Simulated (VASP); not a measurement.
# TaN (Fm-3m) in VASP: a series of runs

The runs below take TaN through single point, with r2SCAN+U.

Program: VASP 6.6.1. These are calculated values, not measurements. Logs are shortened: lines on timing, memory, paths and dates and some standing lists are left out, and cuts for length are marked.

## (1) The cell of the first run

The structure is cubic, space group Fm-3m (No. 225). The conventional cell has a = 4.423 Å, b = 4.423 Å, c = 4.423 Å, α = 90.00°, β = 90.00°, γ = 90.00°. Within 2.9 Å of Ta (site symmetry m-3m) lie 6 N at 2.21 Å. Within 2.9 Å of N (site symmetry m-3m) lie 6 Ta at 2.21 Å.

## (2) Single point, r2SCAN+U

Input file POSCAR:

```
TaN
1.0
    0.0000000000      2.2113230000      2.2113230000
    2.2113230000      0.0000000000      2.2113230000
    2.2113230000      2.2113230000      0.0000000000
Ta N
1 1
Direct
    0.5000000000      0.5000000000      0.5000000000
    0.0000000000      0.0000000000      0.0000000000
```

Input file INCAR.step1:

```
SYSTEM = TaN
PREC = Accurate ; ENCUT = 1460
ISMEAR = -1 ; SIGMA = 0.05
LREAL = .False. ; LASPH = .True.
NELM = 200 ; LMAXMIX = 4
LDAU = .True. ; LDAUTYPE = 2
LDAUL = 2 -1 ; LDAUU = 6 0
LDAUJ = 0 0 ; NBANDS = 16
GGA = PE ; ALGO = Normal
EDIFF = 1E-5 ; LWAVE = .True.
LCHARG = .False. ; GGA_COMPAT = .False.
```

Input file INCAR.step2:

```
SYSTEM = TaN
PREC = Accurate ; ENCUT = 1460
EDIFF = 1E-6 ; ISMEAR = -1
SIGMA = 0.05 ; LREAL = .False.
LASPH = .True. ; NELM = 200
ALGO = Normal ; ISIF = 2
LWAVE = .False. ; LCHARG = .False.
LMAXMIX = 4 ; LDAU = .True.
LDAUTYPE = 2 ; LDAUL = 2 -1
LDAUU = 6 0 ; LDAUJ = 0 0
LDAUPRINT = 1 ; METAGGA = R2SCAN
LMIXTAU = .True. ; NBANDS = 16
ISTART = 1 ; GGA_COMPAT = .False.
```

Input file KPOINTS:

```
regular mesh
0
Gamma
  10 10 10
  0 0 0
```

Potentials or basis: VASP PAW PBE potentials, release 64 (Ta_sv_GW, N_h).

Launch:

```
cat potpaw_PBE.64/Ta_sv_GW/POTCAR potpaw_PBE.64/N_h/POTCAR > POTCAR
cp INCAR.step1 INCAR
mpirun -np 1 vasp_std > vasp.out
cp INCAR.step2 INCAR
mpirun -np 1 vasp_std > vasp.out
```

OUTCAR:

```text
SYSTEM = TaN
   PREC = Accurate
   ENCUT = 1460
   EDIFF = 1E-6
   ISMEAR = -1
   LREAL = .False.
   LASPH = .True.
   NELM = 200
   ISIF = 2
   METAGGA = R2SCAN
   ISTART = 1

 ion  position               nearest neighbor table
   1  0.500  0.500  0.500-   2 2.21   2 2.21   2 2.21   2 2.21   2 2.21   2 2.21
   2  0.000  0.000  0.000-   1 2.21   1 2.21   1 2.21   1 2.21   1 2.21   1 2.21

  LATTYP: Found a face centered cubic cell.
 ALAT       =     4.4226460000

  Lattice vectors:

 A1 = (   0.0000000000,   2.2113230000,   2.2113230000)
 A2 = (   2.2113230000,   0.0000000000,   2.2113230000)
 A3 = (   2.2113230000,   2.2113230000,   0.0000000000)

Analysis of symmetry for initial positions (statically):
=====================================================================
 Subroutine PRICEL returns:
 Original cell was already a primitive cell.

 Routine SETGRP: Setting up the symmetry group for a
 face centered cubic supercell.

 Subroutine GETGRP returns: Found 48 space group operations
 (whereof 48 operations were pure point group operations)
 out of a pool of 48 trial point group operations.

The static configuration has the point symmetry O_h .

Analysis of symmetry for dynamics (positions and initial velocities):
=====================================================================
 Subroutine PRICEL returns:
 Original cell was already a primitive cell.

 Routine SETGRP: Setting up the symmetry group for a
 face centered cubic supercell.

 Subroutine GETGRP returns: Found 48 space group operations
 (whereof 48 operations were pure point group operations)
 out of a pool of 48 trial point group operations.

The dynamic configuration has the point symmetry O_h .

 Subroutine INISYM returns: Found 48 space group operations
 (whereof 48 operations are pure point group operations),
 and found     1 'primitive' translations

----------------------------------------------------------------------------------------

                                     Primitive cell

  volume of cell :      21.6265

  direct lattice vectors                    reciprocal lattice vectors
     0.000000000  2.211323000  2.211323000    -0.226108985  0.226108985  0.226108985
     2.211323000  0.000000000  2.211323000     0.226108985 -0.226108985  0.226108985
     2.211323000  2.211323000  0.000000000     0.226108985  0.226108985 -0.226108985

  length of vectors
     3.127282977  3.127282977  3.127282977     0.391632251  0.391632251  0.391632251

  position of ions in fractional coordinates (direct lattice)
     0.500000000  0.500000000  0.500000000
     0.000000000  0.000000000  0.000000000

  ion indices of the primitive-cell ions
   primitive index   ion index
                 1           1
                 2           2

----------------------------------------------------------------------------------------

 KPOINTS: regular mesh

Automatic generation of k-mesh.
 Grid dimensions read from file:
 generate k-points for:   10   10   10

 Generating k-lattice:

  Cartesian coordinates                     Fractional coordinates (reciprocal lattice)
    -0.022610899  0.022610899  0.022610899     0.100000000  0.000000000  0.000000000
     0.022610899 -0.022610899  0.022610899     0.000000000  0.100000000  0.000000000
     0.022610899  0.022610899 -0.022610899     0.000000000  0.000000000  0.100000000

  Length of vectors
     0.039163225  0.039163225  0.039163225

  Shift w.r.t. Gamma in fractional coordinates (k-lattice)
     0.000000000  0.000000000  0.000000000

 Subroutine IBZKPT returns following result:
 ===========================================

 Found     47 irreducible k-points:

 Following reciprocal coordinates:
            Coordinates               Weight
  0.000000  0.000000  0.000000      1.000000
  0.100000  0.000000  0.000000      8.000000
  0.200000  0.000000  0.000000      8.000000
  0.300000  0.000000  0.000000      8.000000
  0.400000  0.000000  0.000000      8.000000
  0.500000  0.000000  0.000000      4.000000
[... 16 lines left out ...]
  0.300000  0.300000  0.000000      6.000000
  0.400000  0.300000  0.000000     24.000000
 [... further k-points ...]
   k-points           NKPTS =     47   k-points in BZ     NKDIM =     47   number of bands    NBANDS=     16
   number of dos      NEDOS =    301   number of ions     NIONS =      2
   total plane-waves  NPLWV =  64000
   dimension x,y,z NGX =    40 NGY =   40 NGZ =   40
   dimension x,y,z NGXF=    80 NGYF=   80 NGZF=   80
   ions per type =               1   1
   NGX,Y,Z   is equivalent  to a cutoff of  21.26, 21.26, 21.26 a.u.
   NGXF,Y,Z  is equivalent  to a cutoff of  42.53, 42.53, 42.53 a.u.
 SYSTEM =  TaN
   PREC   = accura    normal or accurate (medium, high low for compatibility)
   ISTART =      1    job   : 0-new  1-cont  2-samecut
   ICHARG =      0    charge: 1-file 2-atom 10-const
   ISPIN  =      1    spin polarized calculation?
   LNONCOLLINEAR =      F non collinear calculations
   LSORBIT =      F    spin-orbit coupling
   LASPH  =      T    aspherical Exc in radial PAW
   ENCUT  = 1460.0 eV 107.31 Ry   10.36 a.u.   9.74  9.74  9.74*2*pi/ulx,y,z
   NELM   =    200;   NELMIN=  2; NELMDL=  0     # of ELM steps
   EDIFF  = 0.1E-05   stopping-criterion for ELM
   LREAL  =      F    real-space projection
[... 7 lines left out ...]
   TEBEG  =    0.0;   TEEND  =   0.0 temperature during run
   PSTRESS=    0.0 pullay stress
   NELECT =      18.0000    total number of electrons
   NUPDOWN=      -1.0000    fix difference up-down
   EMIN   =  10.00;   EMAX   =-10.00  energy-range for DOS
   EFERMI =   0.00;   METHOD = LEGACY
   ISMEAR =    -1;   SIGMA  =   0.05  broadening in eV -4-tet -1-fermi 0-gaus
   EFERMI_NEDOS =   21; number of points for ismear=-14 and -15
   IALGO  =     38    algorithm
   IMIX   =      4    mixing-type and parameters
     AMIX     =   0.40;   BMIX     =  1.00
     AMIX_MAG =   1.60;   BMIX_MAG =  1.00
  volume/ion in A,a.u.               =      10.81        72.97
  Fermi-wavevector in a.u.,A,eV,Ry     =   1.539939  2.910063 32.265016  2.371412
  Thomas-Fermi vector in A             =   2.646096
   LORBIT       =      0    0 simple, 1 ext, 2 COOP (PROOUT), +10 PAW based schemes
 LDA+U is selected, type is set to LDAUTYPE =  2
   angular momentum for each species LDAUL =     2   -1
   U (eV)           for each species LDAUU =   6.0  0.0
   J (eV)           for each species LDAUJ =   0.0  0.0
   METAGGA = R2SCAN    functional components
   LHFCALC =     F    Hartree Fock is set to
   AEXX    =    0.0000 exact exchange contribution
   IVDW    =     0    specifies the selected vdW correction
   LEPSILON=     F    determine dielectric tensor
   LRPA    =     F    only Hartree local field effects (RPA)
 non-spin polarized calculation
  energy-cutoff  :     1460.00
  volume of cell :       21.63
 maximum number of plane-waves:      2764
   NGX = 19   NGY = 19   NGZ = 19

atom =   1  type =  1  l = 2

 onsite density matrix

spin component  1

  0.2465  0.0000  0.0000 -0.0000  0.0000
  0.0000  0.2465  0.0000 -0.0000 -0.0000
  0.0000  0.0000  0.1668  0.0000  0.0000
 -0.0000 -0.0000  0.0000  0.2465  0.0000
  0.0000 -0.0000  0.0000  0.0000  0.1668

spin component  2

  0.2465  0.0000  0.0000 -0.0000  0.0000
  0.0000  0.2465  0.0000 -0.0000 -0.0000
  0.0000  0.0000  0.1668  0.0000  0.0000
 -0.0000 -0.0000  0.0000  0.2465  0.0000
  0.0000 -0.0000  0.0000  0.0000  0.1668

 occupancies and eigenvectors

  o =  0.1668  v =  0.0000  0.0000  0.1169  0.0000 -0.9931  0.0000  0.0000  0.0000  0.0000  0.0000      0.0000  0.0000  0.0000  0.0000  0.0000  0.0000  0.0000  0.0000  0.0000  0.0000
  o =  0.1668  v =  0.0000  0.0000  0.0000  0.0000  0.0000  0.0000  0.0000  0.1169  0.0000 -0.9931      0.0000  0.0000  0.0000  0.0000  0.0000  0.0000  0.0000  0.0000  0.0000  0.0000
  o =  0.1668  v =  0.0000 -0.0000 -0.9931  0.0000 -0.1169  0.0000  0.0000  0.0000  0.0000  0.0000      0.0000  0.0000  0.0000  0.0000  0.0000  0.0000  0.0000  0.0000  0.0000  0.0000
  o =  0.1668  v =  0.0000  0.0000  0.0000  0.0000  0.0000  0.0000 -0.0000 -0.9931  0.0000 -0.1169      0.0000  0.0000  0.0000  0.0000  0.0000  0.0000  0.0000  0.0000  0.0000  0.0000
  o =  0.2465  v =  0.0000  0.9933  0.0000  0.1157 -0.0000  0.0000  0.0000  0.0000  0.0000  0.0000      0.0000  0.0000  0.0000  0.0000  0.0000  0.0000  0.0000  0.0000  0.0000  0.0000
  o =  0.2465  v =  0.0000  0.0000  0.0000  0.0000  0.0000  0.0000 -0.1157  0.0000  0.9933  0.0000      0.0000  0.0000  0.0000  0.0000  0.0000  0.0000  0.0000  0.0000  0.0000  0.0000
  o =  0.2465  v =  0.0000  0.0000  0.0000  0.0000  0.0000  0.0000  0.9933  0.0000  0.1157 -0.0000      0.0000  0.0000  0.0000  0.0000  0.0000  0.0000  0.0000  0.0000  0.0000  0.0000
  o =  0.2465  v =  0.0000 -0.1157  0.0000  0.9933  0.0000  0.0000  0.0000  0.0000  0.0000  0.0000      0.0000  0.0000  0.0000  0.0000  0.0000  0.0000  0.0000  0.0000  0.0000  0.0000
  o =  0.2465  v =  0.0000  0.0000  0.0000  0.0000  0.0000  1.0000  0.0000  0.0000  0.0000  0.0000      0.0000  0.0000  0.0000  0.0000  0.0000  0.0000  0.0000  0.0000  0.0000  0.0000
  o =  0.2465  v =  1.0000  0.0000  0.0000  0.0000  0.0000  0.0000  0.0000  0.0000  0.0000  0.0000      0.0000  0.0000  0.0000  0.0000  0.0000  0.0000  0.0000  0.0000  0.0000  0.0000

 number of electron      18.0000000 magnetization

 Free energy of the ion-electron system (eV)
  ---------------------------------------------------
  ext. energy  EPLUGINS =         0.00000000
  ---------------------------------------------------
  free energy    TOTEN  =       -56.99579980 eV

  energy without entropy =      -56.99174972  energy(sigma->0) =      -56.99377476

 E-fermi :  14.7216     XC(G=0): -14.6896

 val. band max:       14.5623609281   @ k =  -0.3000   0.4000   0.2000
 cond. band min:      14.7573066532   @ k =  -0.3000   0.3000   0.1000
 fundamental gap:      0.1949457251
 Fermi energy:        14.7215872058

 k-point     1 :       0.0000    0.0000    0.0000
  band No.  band energies     occupation
      1     -58.2788      2.00000
      2     -23.7132      2.00000
      3     -23.7132      2.00000
      4     -23.7132      2.00000
      5      -5.6767      2.00000
      6      10.1877      2.00000
[... 8 lines left out ...]
     15      23.4505      0.00000
     16      38.7654      0.00000
[... 419 lines left out ...]
 k-point    24 :       0.4000    0.3000    0.0000
  band No.  band energies     occupation
      1     -58.2224      2.00000
      2     -24.2745      2.00000
      3     -23.9363      2.00000
      4     -23.9127      2.00000
      5      -3.9645      2.00000
      6       5.9804      2.00000
[... 8 lines left out ...]
     15      25.0553      0.00000
     16      29.7527      0.00000

 [... further k-points ...]

------------------------ aborting loop because EDIFF is reached ----------------------------------------

  FORCE on cell =-STRESS in cart. coord.  units (eV):
  Direction    XX          YY          ZZ          XY          YZ          ZX
  --------------------------------------------------------------------------------------
  -------------------------------------------------------------------------------------
  Total        1.6064991      1.6064991      1.6064991     -0.0000000     -0.0000000     -0.0000000
  in kB      119.0157704    119.0157704    119.0157704     -0.0000000     -0.0000000     -0.0000000
  external PRESSURE =     119.0157704 kB  Pullay stress =       0.0000000 kB

 VOLUME and BASIS-vectors are now :
 -----------------------------------------------------------------------------
  energy-cutoff  :     1460.00
  volume of cell :       21.63
      direct lattice vectors                 reciprocal lattice vectors
     0.000000000  2.211323000  2.211323000    -0.226108985  0.226108985  0.226108985
     2.211323000  0.000000000  2.211323000     0.226108985 -0.226108985  0.226108985
     2.211323000  2.211323000  0.000000000     0.226108985  0.226108985 -0.226108985

 POSITION                                       TOTAL-FORCE (eV/Angst)
 -----------------------------------------------------------------------------------
      2.21132      2.21132      2.21132        -0.000000     -0.000000     -0.000000
      0.00000      0.00000      0.00000         0.000000      0.000000      0.000000
 -----------------------------------------------------------------------------------
    total drift:                                0.000000     -0.000000      0.000000

  FREE ENERGIE OF THE ION-ELECTRON SYSTEM (eV)
  ---------------------------------------------------
  free  energy   TOTEN  =       -56.9957998008 eV

  energy  without entropy=      -56.9917497232  energy(sigma->0) =      -56.99377476
```

Run time: 2.1 min. Hardware: 1 thread of Intel Xeon 6975P-C (Granite Rapids), shared host; peak memory 0.35 GiB.

What came out:

| Item | Value |
| --- | --- |
| Free energy | -56.9958 eV |
| Pressure | 11.9 GPa |
| Band gap on the k mesh | zero (bands 9 and 10 overlap by 4.00 eV) |

Eigenvalues of the final occupation matrices:
| site | spin | trace | eigenvalues |
| --- | --- | --- | --- |
| site 1 d | 1 | 1.07 | 0.17 0.17 0.25 0.25 0.25 |
| site 1 d | 2 | 1.07 | 0.17 0.17 0.25 0.25 0.25 |

Caveat: the cell stands under pressure; the PAW data sets were made with another functional, which shifts forces and pressure a little; spin-orbit coupling is left out, which moves the levels of the heavy elements; U without spin polarisation on a metal has little footing.

## (3) Single point, r2SCAN+U

POSCAR is that of step 2.

Input file INCAR.step1:

```
PREC = Accurate
ENCUT = 1460
ISMEAR = -1
SIGMA = 0.05
LREAL = False
LASPH = True
NELM = 200
LMAXMIX = 4
LDAU = True
LDAUTYPE = 2
LDAUL = 2 -1
LDAUU = 2 0
LDAUJ = 0 0
NBANDS = 16
GGA = PE
ALGO = Normal
EDIFF = 1E-5
LWAVE = True
LCHARG = False
GGA_COMPAT = False
```

Input file INCAR.step2:

```
PREC = Accurate
ENCUT = 1460
EDIFF = 1E-6
ISMEAR = -1
SIGMA = 0.05
LREAL = False
LASPH = True
NELM = 200
ALGO = Normal
ISIF = 2
LWAVE = False
LCHARG = False
LMAXMIX = 4
LDAU = True
LDAUTYPE = 2
LDAUL = 2 -1
LDAUU = 2 0
LDAUJ = 0 0
LDAUPRINT = 1
METAGGA = R2SCAN
LMIXTAU = True
NBANDS = 16
ISTART = 1
GGA_COMPAT = False
```

Input file KPOINTS:

```
Automatic mesh
0
Gamma
  10 10 10
```

Potentials or basis: VASP PAW PBE potentials, release 64 (Ta_sv_GW, N_h).

Launch:

```
cat potpaw_PBE.64/Ta_sv_GW/POTCAR potpaw_PBE.64/N_h/POTCAR > POTCAR
cp INCAR.step1 INCAR
mpirun -np 1 vasp_std > vasp.out
cp INCAR.step2 INCAR
mpirun -np 1 vasp_std > vasp.out
```

Run time: 1.8 min. Hardware: 1 thread of Intel Xeon 6975P-C (Granite Rapids), shared host; peak memory 0.35 GiB.

The run converged. Its results:

```yaml
Free_energy: -60.4289 eV
Pressure: -0.6 GPa
Band_gap_on_the_k_mesh: zero (bands 9 and 10 overlap by 4.02 eV)
```

Levels at points of the mesh, in eV from the Fermi level:
```
           k point  band 7  band 8  band 9  band 10  band 11  band 12
(0.00, 0.00, 0.00)   -4.25   -4.25   -2.09    -2.09    -2.09     0.34
(0.50, 0.00, 0.00)   -7.86   -7.86    1.93     1.93     1.99     3.67
(0.50, 0.50, 0.00)   -5.53   -5.13   -5.13     2.40     3.53     3.53
```

Eigenvalues of the final occupation matrices:
| site | spin | trace | eigenvalues |
| --- | --- | --- | --- |
| site 1 d | 1 | 1.15 | 0.19 0.19 0.26 0.26 0.26 |
| site 1 d | 2 | 1.15 | 0.19 0.19 0.26 0.26 0.26 |

Caveat: the PAW data sets were made with another functional, which shifts forces and pressure a little; spin-orbit coupling is left out, which moves the levels of the heavy elements; U without spin polarisation on a metal has little footing.

The gap in the log of VASP goes by the Fermi energy; the results here count the filled bands.